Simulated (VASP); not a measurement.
CrSiB3:

```
Cr Si B
1.0
     3.79859    0.00000    0.00000
    -1.89930    3.28968    0.00000
     0.00000    0.00000    4.22684
Cr Si B
1 1 3
Cartesian
  0.0000 2.1931 0.0000
  1.8993 1.0966 0.0000
  0.0000 2.1931 2.1134
  0.0000 0.0000 0.0000
  0.0000 0.0000 2.1134
```

The cell was built from a structure type or drawn by symmetry, and may not be a known phase.

```yaml
Program: VASP 6.6.1
Task: relaxation of cell and atoms
Functional: PBE
Potentials_or_basis: VASP PAW PBE potentials, release 64 (Cr_pv, Si, B)
Cutoff: 600 eV
k_mesh: 12 × 12 × 10
Occupations: gaussian, width 0.1 eV
Spin: no spin polarisation
```

At the start: pressure -0.1 GPa; volume 10.56 Å³/atom.

Task: Where does the relaxation end?

Result: Over 11 steps the energy falls by 21.2 meV/atom and the volume is 10.53 Å³/atom (-0.4 %); space group P-6m2 (No. 187, to 0.1 Å) before and after.

The path:
```tsv
step	energy change (eV)	largest force (eV/Å)	pressure (GPa)	volume (Å³)
1	0.0000	0.0000	-0.05	52.82
2	-0.0410	0.0000	-0.29	52.78
3	-0.1053	0.0000	0.31	52.55
4	-0.1055	0.0000	0.26	52.56
5	-0.0927	0.0000	-0.33	52.69
6	-0.1056	0.0000	0.22	52.57
7	-0.1046	0.0000	-0.03	52.62
8	-0.1057	0.0000	0.18	52.58
9	-0.1057	0.0000	0.13	52.59
10	-0.1057	0.0000	-0.16	52.69
11	-0.1058	0.0000	0.01	52.63
```

Final structure:
```cif
data_structure
_symmetry_space_group_name_H-M 'P 1'
_symmetry_Int_Tables_number 1
_cell_length_a 3.9053
_cell_length_b 3.9053
_cell_length_c 3.9850
_cell_angle_alpha 90.000
_cell_angle_beta 90.000
_cell_angle_gamma 120.000
_cell_volume 52.63
loop_
_atom_site_label
_atom_site_type_symbol
_atom_site_fract_x
_atom_site_fract_y
_atom_site_fract_z
_atom_site_occupancy
Cr1 Cr 0.33333 0.66667 0.00000 1
Si1 Si 0.66667 0.33333 0.00000 1
B1 B 0.33333 0.66667 0.50000 1
B2 B 0.00000 0.00000 0.00000 1
B3 B 0.00000 0.00000 0.50000 1
```

Caveat: the run has no spin polarisation, though such a crystal can be magnetic.
